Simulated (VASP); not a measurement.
Set up this calculation in VASP 6.6.1, as the native input.

| Quantity | Value |
| --- | --- |
| Task | single point |
| Functional | PBE |
| Potentials or basis | VASP PAW PBE potentials, release 64 (Cd, S) |
| Cutoff | 520 eV |
| k mesh | 8 × 8 × 8 |
| Occupations | fermi-dirac, width 0.05 eV |
| Spin | non-collinear spin, zero start, spin-orbit coupling |
| Starting moments | [[0.0, 0.0, 0.0], [0.0, 0.0, 0.0]] μB |
| Dipole correction | no |
| Further INCAR settings | ALGO = Normal; EDIFF = 1e-06; NBANDS = 30 |

The structure of CdS lies in POSCAR:

```
CdS
1.0
    0.0000000000      2.9737007966      2.9737007966
    2.9737007966      0.0000000000      2.9737007966
    2.9737007966      2.9737007966      0.0000000000
Cd S
1 1
Direct
    0.0000000000      0.0000000000      0.0000000000
    0.7500000000      0.7500000000      0.7500000000
```

One way to write it, as run:

INCAR

```
SYSTEM = CdS
ALGO = Normal ; EDIFF = 1E-6
ENCUT = 520 ; GGA = PE
GGA_COMPAT = .FALSE. ; ISIF = 2
ISMEAR = -1 ; LASPH = .TRUE.
LCHARG = .FALSE. ; LNONCOLLINEAR = .TRUE.
LORBIT = 11 ; LORBMOM = .TRUE.
LREAL = .FALSE. ; LSORBIT = .TRUE.
LWAVE = .FALSE. ; MAGMOM = 0 0 0 0 0 0
NBANDS = 30 ; NELM = 150
PREC = Accurate ; SIGMA = 0.05
```

KPOINTS

```
k-points
0
G
  8 8 8
  0 0 0
```

Potentials or basis: VASP PAW PBE potentials, release 64 (Cd, S).

Command:

```console
$ cat potpaw_PBE.64/Cd/POTCAR potpaw_PBE.64/S/POTCAR > POTCAR
$ mpirun -np 1 vasp_ncl > vasp.out
```

Results of the run:

The pressure is -0.3 GPa. The net moment is 0.00 μB per cell and the valence electrons inside the program's atomic spheres are Cd 10.27; S 3.70.

Run time: 60 s on 1 thread of AMD EPYC 9R45 96-Core Processor (Zen 5) (shared host), peak memory 0.32 GiB.
